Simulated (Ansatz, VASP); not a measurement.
Y in VASP and in Ansatz

```
Y
1.0
     3.60457    0.00000    0.00000
    -1.80228    3.12165    0.00000
     0.00000    0.00000    5.59263
Y
2
Direct
  0.33333 0.66667 0.25000
  0.66667 0.33333 0.75000
```

Alike in both runs: functional PBE; dispersion D3(BJ); k mesh 15 × 15 × 8; occupations gaussian, width 0.1 eV; no spin polarisation.

Ansatz relaxed the structure, and its values are those at the end. VASP's run is a single point on that final structure, the one shown.

```csv
,VASP,Ansatz
version,VASP 6.6.1,Ansatz 0.2.0
potentials or method,"VASP PAW PBE potentials, release 64 (Y_sv), cutoff 520 eV","scalar-relativistic, plane waves, PAW"
valence electrons in the cell,22,22
```

|  | VASP | Ansatz | Ansatz less VASP |
| --- | --- | --- | --- |
| gap on the k mesh at the Fermi level (eV) | none | none | - |
| pressure (GPa) | -0.1 | 0.0 | +0.13 |

A gap of «none» marks a metal or a gap that the smearing closes.
